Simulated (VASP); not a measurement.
A run of VASP 6.6.1:

Contents of INCAR:

```
SYSTEM = Cu
PREC = Accurate ; ENCUT = 520
EDIFF = 1E-7 ; ISMEAR = -1
SIGMA = 0.1 ; LREAL = .FALSE.
LASPH = .TRUE. ; NELM = 80
ALGO = Normal ; ISIF = 2
LWAVE = .FALSE. ; LCHARG = .FALSE.
GGA = PE ; NBANDS = 24
```

Contents of KPOINTS:

```
Automatic mesh
0
G
  15 15 5
  0 0 0
```

File POSCAR:

```
Cu
1.0
    0.0000000000      1.8147994277     -1.8147994277
   -1.8147994277      0.0000000000      1.8147994277
    3.6295988554      3.6295988554      3.6295988554
Cu
3
Direct
    0.0000000000      0.0000000000      0.0000000000
    0.3333333330      0.6666666670      0.3333333330
    0.6666666670      0.3333333330      0.6666666670
```

Potentials or basis: VASP PAW PBE potentials, release 64 (Cu).

Run with:

```sh
$ cat potpaw_PBE.64/Cu/POTCAR > POTCAR
$ mpirun -np 1 vasp_std > vasp.out
```

Hardware: 1 thread of Intel Xeon 8259CL (shared host).

Task: Estimate the wall time of this run.

Result: It took 2.6 min on 1 thread of Intel Xeon 8259CL, with other jobs on the host, peak memory 0.2 GiB. Counts: scf iterations 14, k points 119.
